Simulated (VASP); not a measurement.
# Lu: single point with PBE

Lu:

```xyz
1
Lattice="-1.9503 1.9503 1.9503 1.9503 -1.9503 1.9503 1.9503 1.9503 -1.9503" Properties=species:S:1:pos:R:3 pbc="T T T"
Lu    0.0000    0.0000    0.0000
```

This isn't the form of Lu at room conditions, which is hcp.

```json
{"Program": "VASP 6.6.1", "Task": "single point", "Functional": "PBE", "Potentials or basis": "VASP PAW PBE potentials, release 64 (Lu)", "Cutoff": "520 eV", "k mesh": "14 × 14 × 14", "Occupations": "fermi-dirac, width 0.1 eV", "Spin": "no spin polarisation", "Dipole correction": "no", "Further INCAR settings": "ALGO = Normal; EDIFF = 1e-06; NBANDS = 18"}
```

```yaml
Pressure: 0.1 GPa
Band_gap_on_the_k_mesh: zero (an odd number of electrons rules out a gap without spin polarisation)
```

Levels at points of the mesh, in eV from the Fermi level:
```tsv
k point	band 10	band 11	band 12	band 13	band 14	band 15
(0.00, 0.00, 0.00)	-5.10	-5.10	-5.08	2.11	2.11	2.11
(0.50, 0.00, 0.00)	-5.10	-5.09	-2.51	0.39	0.43	4.07
(0.50, 0.50, 0.50)	-5.09	-5.09	-1.47	-1.47	5.61	5.61
```

It took 47 s on 1 thread of Intel(R) Xeon(R) Platinum 8488C (Sapphire Rapids) (shared host), peak memory 0.2 GiB.

Caveat: spin-orbit coupling is left out, which moves the levels of the heavy elements.
